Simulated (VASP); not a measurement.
# NaLi5 in VASP: notebook

The runs below take NaLi5 through single point, with PBE.

All numbers are computed with VASP 6.6.1; they aren't measurements. Logs are shortened: lines on timing, memory, paths and dates and some standing lists are left out, and cuts for length are marked.

**1. The cell of the first run**

The typed cell holds 6 atoms: a = 4.619 Å, b = 6.114 Å, c = 6.114 Å, α = 135.41°, β = 90.00°, γ = 90.00°.

**2. Single point, PBE (20.21 Å³/atom)**

Input file INCAR:

```
ALGO = Fast ; EDIFF = 1E-7
ENCUT = 520 ; GGA = PE
ISIF = 2 ; ISMEAR = 0
LASPH = T ; LCHARG = F
LREAL = F ; LWAVE = F
NBANDS = 20 ; NELM = 100
PREC = Accurate ; SIGMA = 0.1
```

Input file KPOINTS:

```
k-points
0
Gamma
  8 8 8
```

Input file POSCAR:

```
NaLi5
1.0
    4.6192984255      0.0000000000      0.0000000000
    0.0000000000      5.6569707878      2.3197999033
    0.0000000000     -5.6569707878      2.3197999033
Na Li
1 5
Direct
    0.0000000000      0.0833305180      0.0833305180
    0.0000000000      0.4109571767      0.7557010469
    0.0000000000      0.7557010469      0.4109571767
    0.5000000000      0.5832968559      0.5832968559
    0.5000000000      0.2606665338      0.9058944012
    0.5000000000      0.9058944012      0.2606665338
```

Potentials or basis: VASP PAW PBE potentials, release 64 (Na_pv, Li_sv).

Run with:

```sh
> cat potpaw_PBE.64/Na_pv/POTCAR potpaw_PBE.64/Li_sv/POTCAR > POTCAR
> mpirun -np 1 vasp_std > vasp.out
```

OUTCAR:

```text
EDIFF = 1E-7
   ENCUT = 520
   GGA = PE
   ISIF = 2
   ISMEAR = 0
   LASPH = T
   LREAL = F
   NELM = 100
   PREC = Accurate

 ion  position               nearest neighbor table
   1  0.000  0.083  0.083-
   2  0.000  0.411  0.756-
   3  0.000  0.756  0.411-
   4  0.500  0.583  0.583-
   5  0.500  0.261  0.906-
   6  0.500  0.906  0.261-

  LATTYP: Found a base centered orthorhombic cell.
 ALAT       =     4.6395998066
 B/A-ratio  =     2.4385597998
 C/A-ratio  =     0.9956243250

  Lattice vectors:

 A1 = (   0.0000000000,   5.6569707878,   2.3197999033)
 A2 = (   0.0000000000,  -5.6569707878,   2.3197999033)
 A3 = (   4.6192984255,   0.0000000000,   0.0000000000)

Analysis of symmetry for initial positions (statically):
=====================================================================
 Subroutine PRICEL returns:
 Original cell was already a primitive cell.

 Routine SETGRP: Setting up the symmetry group for a
 base centered orthorhombic supercell.

 Subroutine GETGRP returns: Found  4 space group operations
 (whereof  4 operations were pure point group operations)
 out of a pool of  8 trial point group operations.

The static configuration has the point symmetry C_2v.

Analysis of symmetry for dynamics (positions and initial velocities):
=====================================================================
 Subroutine PRICEL returns:
 Original cell was already a primitive cell.

 Routine SETGRP: Setting up the symmetry group for a
 base centered orthorhombic supercell.

 Subroutine GETGRP returns: Found  4 space group operations
 (whereof  4 operations were pure point group operations)
 out of a pool of  8 trial point group operations.

The dynamic configuration has the point symmetry C_2v.

 Subroutine INISYM returns: Found  4 space group operations
 (whereof  4 operations are pure point group operations),
 and found     1 'primitive' translations

----------------------------------------------------------------------------------------

                                     Primitive cell

[... 89 lines left out ...]
   PREC   = accura    normal or accurate (medium, high low for compatibility)
   ISTART =      0    job   : 0-new  1-cont  2-samecut
   ICHARG =      2    charge: 1-file 2-atom 10-const
   ISPIN  =      1    spin polarized calculation?
   LNONCOLLINEAR =      F non collinear calculations
   LSORBIT =      F    spin-orbit coupling
   LASPH  =      T    aspherical Exc in radial PAW
   ENCUT  =  520.0 eV  38.22 Ry    6.18 a.u.   8.59 11.37 11.37*2*pi/ulx,y,z
   NELM   =    100;   NELMIN=  2; NELMDL= -5     # of ELM steps
   EDIFF  = 0.1E-06   stopping-criterion for ELM
   LREAL  =      F    real-space projection
   EDIFFG = 0.1E-05   stopping-criterion for IOM
   NSW    =      0    number of steps for IOM
   IBRION =     -1    ionic relax: 0-MD 1-quasi-New 2-CG
   NFREE  =      0    steps in history (QN), initial steepest desc. (CG)
   ISIF   =      2    stress and relaxation
   ISYM   =      2    0-nonsym 1-usesym 2-fastsym
   POTIM  = 0.5000    time-step for ionic-motion
   TEBEG  =    0.0;   TEEND  =   0.0 temperature during run
   PSTRESS=    0.0 pullay stress
   NELECT =      22.0000    total number of electrons
   NUPDOWN=      -1.0000    fix difference up-down
   EMIN   =  10.00;   EMAX   =-10.00  energy-range for DOS
   EFERMI =   0.00;   METHOD = LEGACY
   ISMEAR =     0;   SIGMA  =   0.10  broadening in eV -4-tet -1-fermi 0-gaus
   EFERMI_NEDOS =   21; number of points for ismear=-14 and -15
   IALGO  =     68    algorithm
   IMIX   =      4    mixing-type and parameters
     AMIX     =   0.40;   BMIX     =  1.00
     AMIX_MAG =   1.60;   BMIX_MAG =  1.00
  volume/ion in A,a.u.               =      20.21       136.36
  Fermi-wavevector in a.u.,A,eV,Ry     =   0.926835  1.751463 11.687709  0.859022
  Thomas-Fermi vector in A             =   2.052840
   LORBIT       =      0    0 simple, 1 ext, 2 COOP (PROOUT), +10 PAW based schemes
   GGA     = PE    functional components
   LHFCALC =     F    Hartree Fock is set to
   AEXX    =    0.0000 exact exchange contribution
   IVDW    =     0    specifies the selected vdW correction
   LEPSILON=     F    determine dielectric tensor
   LRPA    =     F    only Hartree local field effects (RPA)
 non-spin polarized calculation
 RMM-DIIS sequential band-by-band and
 Gauss-broadening in eV      SIGMA  =   0.10
  energy-cutoff  :      520.00
  volume of cell :      121.24
 maximum number of plane-waves:      3286
 NGX is ok and might be reduce to    36
   NGX = 17   NGY = 23   NGZ = 23

 number of electron      22.0000012 magnetization

 Free energy of the ion-electron system (eV)
  ---------------------------------------------------
  ext. energy  EPLUGINS =         0.00000000
  ---------------------------------------------------
  free energy    TOTEN  =       -10.56669734 eV

  energy without entropy =      -10.55510818  energy(sigma->0) =      -10.56090276

 E-fermi :   0.9849     XC(G=0):  -7.2656

 val. band max:        0.9847782713   @ k =   0.0000   0.0000   0.0000
 cond. band min:       0.9978316436   @ k =   0.3750   0.2500   0.0000
 fundamental gap:      0.0130533723
 Fermi energy:         0.9848744403

 k-point     1 :       0.0000    0.0000    0.0000
  band No.  band energies     occupation
      1     -45.6351      2.00000
      2     -45.6023      2.00000
      3     -45.5910      2.00000
      4     -45.5617      2.00000
      5     -45.5500      2.00000
      6     -23.2923      2.00000
[... 541 lines left out ...]
     19       7.3309      0.00000
     20       7.7556      0.00000

 [... further k-points ...]
[... 5 lines left out ...]
  --------------------------------------------------------------------------------------
  -------------------------------------------------------------------------------------
  Total        1.4230733      1.4626396      1.4306628      0.0000000      0.0000000      0.0000000
  in kB       18.8060408     19.3289125     18.9063371      0.0000000      0.0000000      0.0000000
  external PRESSURE =      19.0137635 kB  Pullay stress =       0.0000000 kB

 VOLUME and BASIS-vectors are now :
 -----------------------------------------------------------------------------
  energy-cutoff  :      520.00
  volume of cell :      121.24
      direct lattice vectors                 reciprocal lattice vectors
     4.619298426  0.000000000  0.000000000     0.216483091  0.000000000  0.000000000
     0.000000000  5.656970788  2.319799903     0.000000000  0.088386527  0.215535831
     0.000000000 -5.656970788  2.319799903     0.000000000 -0.088386527  0.215535831

 POSITION                                       TOTAL-FORCE (eV/Angst)
 -----------------------------------------------------------------------------------
      0.00000      0.00000      0.38662         0.000000      0.000000     -0.000056
      0.00000     -1.95021      2.70641         0.000000      0.001946     -0.000049
      0.00000      1.95021      2.70641         0.000000     -0.001946     -0.000049
      2.30965      0.00000      2.70626         0.000000      0.000000      0.000021
      2.30965     -3.65004      2.70619         0.000000     -0.002190      0.000066
      2.30965      3.65004      2.70619         0.000000      0.002190      0.000066
 -----------------------------------------------------------------------------------
    total drift:                                0.000000      0.000000     -0.000000

  FREE ENERGIE OF THE ION-ELECTRON SYSTEM (eV)
  ---------------------------------------------------
  free  energy   TOTEN  =       -10.5666973374 eV

  energy  without entropy=      -10.5551081846  energy(sigma->0) =      -10.56090276
```

OSZICAR:

```text
N       E                     dE             d eps       ncg     rms          rms(c)
DAV:   1     0.136989864171E+03    0.13699E+03   -0.96188E+03  4224   0.113E+03
DAV:   2     0.140763942403E+02   -0.12291E+03   -0.11936E+03  4288   0.306E+02
DAV:   3    -0.834122211656E+01   -0.22418E+02   -0.22209E+02  8248   0.743E+01
[... 36 lines left out ...]
RMM:  40    -0.105666968281E+02   -0.16333E-06   -0.18444E-06  5216   0.498E-03    0.582E-04
RMM:  41    -0.105666969914E+02   -0.16329E-06   -0.17109E-06  5064   0.462E-03    0.652E-04
RMM:  42    -0.105666971220E+02   -0.13063E-06   -0.13536E-06  4990   0.427E-03    0.716E-04
RMM:  43    -0.105666972419E+02   -0.11986E-06   -0.12371E-06  4887   0.398E-03    0.781E-04
RMM:  44    -0.105666973374E+02   -0.95517E-07   -0.99080E-07  4788   0.371E-03
   1 F= -.10566697E+02 E0= -.10560903E+02  d E =-.115892E-01
```

It took 32 min on 1 thread of Oxide Virtual Turin-like, shared host; peak memory 0.36 GiB.

Results:

| Item | Value |
| --- | --- |
| Free energy | -10.5667 eV |
| Band gap on the k mesh | zero (bands 11 and 12 overlap by 2.29 eV) |

Forces on the atoms (eV/Å):
```
Na   0.000  0.000  0.000
Li   0.000  0.002  0.000
Li   0.000 -0.002  0.000
Li   0.000  0.000  0.000
Li   0.000 -0.002  0.000
Li   0.000  0.002  0.000
```

Levels at points of the mesh, in eV from the Fermi level:
```tsv
k point	band 8	band 9	band 10	band 11	band 12	band 13	band 14	band 15
(0.00, 0.00, 0.00)	-24.27	-3.76	-0.03	0.00	0.79	1.50	2.34	3.34
(0.50, 0.00, 0.00)	-24.27	-2.46	-2.28	0.89	0.95	1.46	1.55	3.17
(0.00, 0.50, 0.00)	-24.27	-2.23	-2.07	-0.47	-0.20	2.46	2.74	2.95
(0.50, 0.50, 0.00)	-24.27	-0.91	-0.89	-0.71	-0.67	0.12	0.22	2.75
(0.00, 0.50, 0.50)	-24.27	-2.90	-2.75	0.75	1.55	2.37	3.35	3.51
(0.50, 0.50, 0.50)	-24.27	-1.56	-1.53	-1.44	-1.29	2.20	2.67	3.96
```

Caveat: the cutoff is under 1.25 times the usual one of these potentials, so pressure, stress and relaxed cells hold a basis-set (Pulay) error.

**3. Single point, PBE (20.90 Å³/atom)**

This run uses another cell than the first one, of 20.90 Å³/atom.

Input file INCAR:

```
SYSTEM = NaLi5
PREC = Accurate ; ENCUT = 520
EDIFF = 1E-6 ; ISMEAR = 0
SIGMA = 0.1 ; LREAL = .False.
LASPH = .True. ; NELM = 60
ALGO = Fast ; ISIF = 2
LWAVE = .False. ; LCHARG = .False.
GGA = PE ; NBANDS = 20
```

Input file KPOINTS:

```
regular mesh
0
Gamma
  8 8 8
  0 0 0
```

POSCAR: that of step 2 with these lines changed.

```diff
@@ -2,5 +2,5 @@
 1.0
-    4.6192984255      0.0000000000      0.0000000000
-    0.0000000000      5.6569707878      2.3197999033
-    0.0000000000     -5.6569707878      2.3197999033
+    4.6712049996      0.0000000000      0.0000000000
+    0.0000000000      5.7205375779      2.3458672526
+    0.0000000000     -5.7205375779      2.3458672526
 Na Li
```

Potentials or basis: VASP PAW PBE potentials, release 64 (Na_pv, Li_sv).

Run with:

```sh
> cat potpaw_PBE.64/Na_pv/POTCAR potpaw_PBE.64/Li_sv/POTCAR > POTCAR
> mpirun -np 1 vasp_std > vasp.out
```

It took 19 min on 1 thread of Oxide Virtual Turin-like, shared host; peak memory 0.37 GiB.

The run converged. Its results:

| Quantity | Value |
| --- | --- |
| Free energy | -10.6105 eV |
| Band gap on the k mesh | zero (bands 11 and 12 overlap by 2.27 eV) |

Levels at points of the mesh, in eV from the Fermi level:
```csv
k point,band 8,band 9,band 10,band 11,band 12,band 13,band 14,band 15
"(0.00, 0.00, 0.00)",-24.29,-3.71,-0.04,-0.01,0.78,1.48,2.30,3.28
"(0.50, 0.00, 0.00)",-24.29,-2.42,-2.25,0.89,0.94,1.43,1.52,3.12
"(0.00, 0.50, 0.00)",-24.29,-2.20,-2.05,-0.46,-0.21,2.42,2.70,2.89
"(0.50, 0.50, 0.00)",-24.29,-0.89,-0.88,-0.70,-0.67,0.13,0.23,2.66
"(0.00, 0.50, 0.50)",-24.29,-2.85,-2.72,0.74,1.53,2.32,3.28,3.44
"(0.50, 0.50, 0.50)",-24.29,-1.53,-1.52,-1.43,-1.28,2.16,2.62,3.88
```

Caveat: the cutoff is under 1.25 times the usual one of these potentials, so pressure, stress and relaxed cells hold a basis-set (Pulay) error.
